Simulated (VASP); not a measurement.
Input of a VASP 6.6.1 run:

INCAR

```
PREC = Accurate
ENCUT = 520
EDIFF = 1E-6
ISMEAR = 0
SIGMA = 0.02
LREAL = F
LASPH = T
NELM = 60
ALGO = Normal
ISIF = 2
LWAVE = F
LCHARG = F
GGA = PE
NBANDS = 26
```

KPOINTS

```
Automatic mesh
0
Gamma
  10 10 10
```

File POSCAR:

```
AgCl
1.0
    1.8931245770     -5.8119875665      0.0000000000
    1.8931245770      5.8119875665      0.0000000000
    0.0000000000      0.0000000000      3.8935522439
Ag Cl
2 2
Direct
    0.3939213886      0.6060786114      0.7500000000
    0.6060786114      0.3939213886      0.2500000000
    0.8664862460      0.1335137540      0.2500000000
    0.1335137540      0.8664862460      0.7500000000
```

Potentials or basis: VASP PAW PBE potentials, release 64 (Ag, Cl).

Launch:

```bash
$ cat potpaw_PBE.64/Ag/POTCAR potpaw_PBE.64/Cl/POTCAR > POTCAR
$ mpirun -np 1 vasp_std > vasp.out
```

Question: What does it give for the largest force?

Answer: 0.006 eV/Å.

Question: What does it give for the pressure?

Answer: -0.1 GPa.

Forces in eV/Å, atoms in the order of the input:
```
Ag   0.000  0.001  0.000
Ag   0.000 -0.001  0.000
Cl   0.000 -0.006  0.000
Cl   0.000  0.006  0.000
```
